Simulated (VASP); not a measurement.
Runs of VASP 6.6.1 on Ir. Symmetry: Fm-3m, No. 225, cubic system. The conventional cell has a = 3.831 Å, b = 3.831 Å, c = 3.831 Å, α = 90.00°, β = 90.00°, γ = 90.00°. Within 3.6 Å of Ir (site symmetry m-3m) lie 12 Ir at 2.71 Å. 

```tsv
smearing	gap on the mesh (eV)	pressure (GPa)
fermi-dirac 0.2 eV	none	13.6
fermi-dirac 0.1 eV	none	(a)
fermi-dirac 0.5 eV	none	19.8
fermi-dirac 0.3 eV	none	15.1
```

Alike in all rows: task single point; level PBE; potentials or basis VASP PAW PBE potentials, release 64 (Ir); no spin polarisation; cell as given; k mesh 13 × 13 × 13; cutoff (eV) 520.

Q: Estimate the missing entries.

A: (a) 12.7.

Caveats: spin-orbit coupling is left out, which moves the levels of the heavy elements.

A k mesh can miss the band edges, and the runs leave out spin-orbit coupling on Ir.

A gap of «none» marks levels without a gap at the run's occupations.
